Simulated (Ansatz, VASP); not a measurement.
# One calculation of Re, two programs

The input INCAR:

```
  PREC = Accurate
  ENCUT = 520
  EDIFF = 1E-7
  ISMEAR = 0
  SIGMA = 0.15
  LREAL = False
  LASPH = True
  NELM = 100
  ALGO = Normal
  ISIF = 2
  LWAVE = False
  LCHARG = True
  GGA = PS
  LELF = True
  LVHAR = True
  NBANDS = 10
```

KPOINTS

```
regular mesh
0
Gamma
  20 20 20
```

POSCAR

```
Re
1.0
    0.0000000000      2.1330000000      2.1330000000
    2.1330000000      0.0000000000      2.1330000000
    2.1330000000      2.1330000000      0.0000000000
Re
1
Direct
    0.0000000000      0.0000000000      0.0000000000
```

Input for Ansatz:

```yaml
crystal:
  lattice:
    - [0.0, 2.133, 2.133]
    - [2.133, 0.0, 2.133]
    - [2.133, 2.133, 0.0]
  atoms:
    - { symbol: Re, position: [0.0, 0.0, 0.0] }
basis:
  ecutwfc: 420
kpoints:
  mp_grid: { grid: [20, 20, 20] }
hamiltonian:
  xc: pbesol
scf:
  occupations: { method: gaussian, width: 0.15 }
output:
  forces: true
  stress: true
  eigenvalues: true
```

Change from the starting cell: strain +0.080 along x and y, +0.080 along z, atoms carried along.

Alike in both runs: task single point; functional PBEsol; k mesh 20 × 20 × 20; occupations gaussian, width 0.15 eV; no spin polarisation.

```csv
,VASP,Ansatz
version,VASP 6.6.1,Ansatz 0.2.0
potentials or method,"VASP PAW PBE potentials, release 64 (Re), cutoff 520 eV","scalar-relativistic, plane waves, PAW"
valence electrons in the cell,7,15
```

Ansatz gave:

```
gap on the k mesh at the Fermi level (eV) : none
pressure (GPa)                            : -57.7
```

What did VASP give for the same quantities?

gap on the k mesh at the Fermi level (eV): none; pressure (GPa): -58.4.

VASP's potentials were made for PBE, not for PBEsol. A gap of «none» marks a metal or a gap that the smearing closes. Both programs put the cell under strong tension, so it lies far from rest at this level. VASP's potentials hold 7 valence electrons a cell and Ansatz's 15, so a difference there can come from the potentials and not from the codes.

Spin-orbit coupling is off throughout. Noted on VASP's run: the cell as given lies far from equilibrium.
